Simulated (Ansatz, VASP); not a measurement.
## One calculation of NaI, two programs

```
Na I
1.0
     0.00000    3.22963    3.22963
     3.22963    0.00000    3.22963
     3.22963    3.22963    0.00000
Na I
1 1
Direct
  0.00000 0.00000 0.00000
  0.50000 0.50000 0.50000
```

Alike in both runs: task single point; functional PBE; k mesh 8 × 8 × 8; no spin polarisation.

|  | VASP | Ansatz |
| --- | --- | --- |
| version | VASP 6.6.1 | Ansatz 0.2.0 |
| potentials or method | VASP PAW PBE potentials, release 64 (Na_pv, I) | plane waves, PAW |
| plane-wave cutoff (eV) | 520 | 420 |
| occupations | gaussian, width 0.01 eV | fixed |
| valence electrons in the cell | 14 | 26 |

```tsv
	VASP	Ansatz	Ansatz less VASP
gap on the k mesh at the Fermi level (eV)	3.66	3.66	+0.004
pressure (GPa)	0.5	0.5	-0.01
```

VASP's potentials hold 14 valence electrons a cell and Ansatz's 26, so a difference there can come from the potentials and not from the codes.

Spin-orbit coupling is off throughout.
